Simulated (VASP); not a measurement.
A run of VASP 6.6.1:

The input INCAR:

```
PREC     = Accurate       # precision mode
ENCUT    = 600            # plane-wave cutoff, eV
EDIFF    = 1E-6           # SCF threshold, eV
ISMEAR   = -1             # smearing method
SIGMA    = 0.05           # smearing width, eV
LREAL    = F              # projectors in reciprocal space
LASPH    = T              # aspherical terms in the spheres
NELM     = 60             # most SCF steps
ALGO     = Normal         # electronic algorithm
ISIF     = 3              # what is computed and relaxed
LWAVE    = F              # write WAVECAR
LCHARG   = F              # write CHGCAR
GGA      = B5             # functional
ALDAX    = 1.0          
AGGAX    = 1.0          
AGGAC    = 1.0          
ALDAC    = 0.0          
IBRION   = 2              # ionic algorithm
NSW      = 60             # ionic steps
EDIFFG   = -0.01          # ionic threshold
```

Contents of KPOINTS:

```
regular mesh
0
Gamma
  8 8 5
```

File POSCAR:

```
SnSe2
1.0
    3.8110000000      0.0000000000      0.0000000000
   -1.9055000000      3.3004228138      0.0000000000
    0.0000000000      0.0000000000      6.1360000000
Sn Se
1 2
Direct
    0.0000000000      0.0000000000      0.0000000000
    0.6666666667      0.3333333333      0.7510000000
    0.3333333333      0.6666666667      0.2490000000
```

Potentials or basis: VASP PAW PBE potentials, release 64 (Sn_d, Se).

Command:

```sh
$ cat potpaw_PBE.64/Sn_d/POTCAR potpaw_PBE.64/Se/POTCAR > POTCAR
$ mpirun -np 1 vasp_std > vasp.out
```

Hardware: 1 thread of Intel Xeon 8259CL, with other jobs on the host.

**Question.** How long does it take, and how much memory?

**Answer.** Wall time 26 min on 1 thread of Intel Xeon 8259CL, on a shared host, peak memory 0.25 GiB. Counts: scf iterations 199, k points 40, ion steps 27.
